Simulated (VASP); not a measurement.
MoS2, 3 atoms in the cell. It takes space group P-6m2 (No. 187, hexagonal). Conventional cell: a = 3.036 Å, b = 3.036 Å, c = 6.579 Å, α = 90.00°, β = 90.00°, γ = 120.00°. Within 3.1 Å of Mo (site symmetry -6m2) lie 6 S at 2.34 Å and 6 Mo at 3.04 Å. Within 3.2 Å of S (site symmetry 3m) lie 3 Mo at 2.34 Å and 7 S at 3.04 to 3.10 Å. 

```yaml
Program: VASP 6.6.1
Task: single point
Functional: PBE
Dispersion: D3(BJ)
Potentials_or_basis: VASP PAW PBE potentials, release 64 (Mo_sv, S)
Cutoff: 500 eV
k_mesh: 12 × 12 × 6
Occupations: gaussian, width 0.05 eV
Spin: no spin polarisation
Dipole_correction: no
Further_INCAR_settings: ALGO = Normal; EDIFF = 1e-06; NBANDS = 20
```

Potentials or basis: VASP PAW PBE potentials, release 64 (Mo_sv, S).

Run with:

```console
$ cat potpaw_PBE.64/Mo_sv/POTCAR potpaw_PBE.64/S/POTCAR > POTCAR
$ mpirun -np 1 vasp_std > vasp.out
```

Hardware: 1 thread of Intel Xeon 8259CL, with other jobs on the host.

**Question.** Estimate the wall time of this run.

**Answer.** It took 72 s on 1 thread of Intel Xeon 8259CL, on a shared host, peak memory 0.22 GiB. Counts: scf iterations 14, k points 76.
